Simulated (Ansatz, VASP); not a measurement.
AlN: VASP beside Ansatz

```
Al N
1.0
     4.37714    0.00000    0.00000
     0.00000   -4.37714    0.00000
     0.00000    0.00000   -4.37714
Al N
4 4
Direct
  0.95929 0.85607 0.95929
  0.50000 0.50000 0.00000
  0.50000 0.00000 0.50000
  0.00000 0.50000 0.50000
  0.75000 0.75000 0.75000
  0.25000 0.25000 0.75000
  0.25000 0.75000 0.25000
  0.75000 0.25000 0.25000
```

Alike in both runs: task single point; functional PBEsol; k mesh 6 × 6 × 6; occupations gaussian, width 0.05 eV; no spin polarisation.

|  | VASP | Ansatz |
| --- | --- | --- |
| version | VASP 6.6.1 | Ansatz 0.2.0 |
| potentials or method | VASP PAW PBE potentials, release 64 (Al, N), cutoff 520 eV | scalar-relativistic, plane waves, PAW |
| valence electrons in the cell | 32 | 32 |

Ansatz gave:

```
gap on the k mesh at the Fermi level (eV)                     : 0.88
least direct gap on the mesh (eV)                             : 1.03
pressure (GPa)                                                : 21.2
traceless stress, the component that is largest in VASP (GPa) : -28.39
rms of the force components (eV/Å)                            : 7.991
```

Q: What did VASP give for the same quantities?

A: gap on the k mesh at the Fermi level (eV): 0.87; least direct gap on the mesh (eV): 1.02; pressure (GPa): 21.4; traceless stress, the component that is largest in VASP (GPa): -28.64; rms of the force components (eV/Å): 8.009.

VASP's potentials were made for PBE, not for PBEsol, and Ansatz warns of the same on its side. Atom by atom the forces differ by 0.030 eV/Å (rms over components). The functional is the same, so the differences come from potentials, cutoffs and numerics.
